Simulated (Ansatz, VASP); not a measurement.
# Y in VASP and in Ansatz

Contents of INCAR:

```
PREC = Accurate
ENCUT = 520
EDIFF = 1E-6
ISMEAR = -1
SIGMA = 0.3
LREAL = F
LASPH = T
NELM = 80
ALGO = Normal
ISIF = 2
LWAVE = F
LCHARG = T
GGA = PE
LELF = T
LVHAR = T
NBANDS = 18
```

File KPOINTS:

```
Automatic mesh
0
Gamma
  10 10 6
```

Contents of POSCAR:

```
Y
1.0
    3.6535431712      0.0000000000      0.0000000000
   -1.8267715856      3.1640612001      0.0000000000
    0.0000000000      0.0000000000      5.6988610241
Y
2
Direct
    0.3333333333      0.6666666667      0.2500000000
    0.6666666667      0.3333333333      0.7500000000
```

Input for Ansatz:

```yaml
crystal:
  lattice:
    - [3.6535431712, 0.0, 0.0]
    - [-1.8267715856, 3.1640612001, 0.0]
    - [0.0, 0.0, 5.6988610241]
  atoms:
    - { symbol: "Y", position: [0.3333333333, 0.6666666667, 0.25] }
    - { symbol: "Y", position: [0.6666666667, 0.3333333333, 0.75] }
hamiltonian:
  xc: pbe
  pseudopotentials:
    kind: paw
    azcp:
      "Y": "pseudopotentials/Y.paw.azcp"
basis:
  ecutwfc: 420
  fft_grid_basis: typed
kpoints:
  mp_grid: { grid: [10, 10, 6], shift: [0, 0, 0] }
magnetization:
  spin_polarized: false
scf:
  occupations: { method: fermi_dirac, width: 0.3 }
  lower_state_search: "off"
output:
  stress: true
```

Alike in both runs: task single point; functional PBE; k mesh 10 × 10 × 6; occupations fermi-dirac, width 0.3 eV; no spin polarisation.

```csv
,VASP,Ansatz
version,VASP 6.6.1,Ansatz 0.2.0
potentials or method,"VASP PAW PBE potentials, release 64 (Y_sv), cutoff 520 eV","plane waves (420 eV) with PAW, scalar-relativistic"
valence electrons in the cell,22,22
```

|  | VASP | Ansatz | Ansatz less VASP |
| --- | --- | --- | --- |
| pressure (GPa) | 0.6 | 0.7 | +0.11 |
| traceless stress, the component that is largest in VASP (GPa) | 0.65 | 0.65 | -0.002 |

The functional is the same, so the differences come from potentials, cutoffs and numerics.
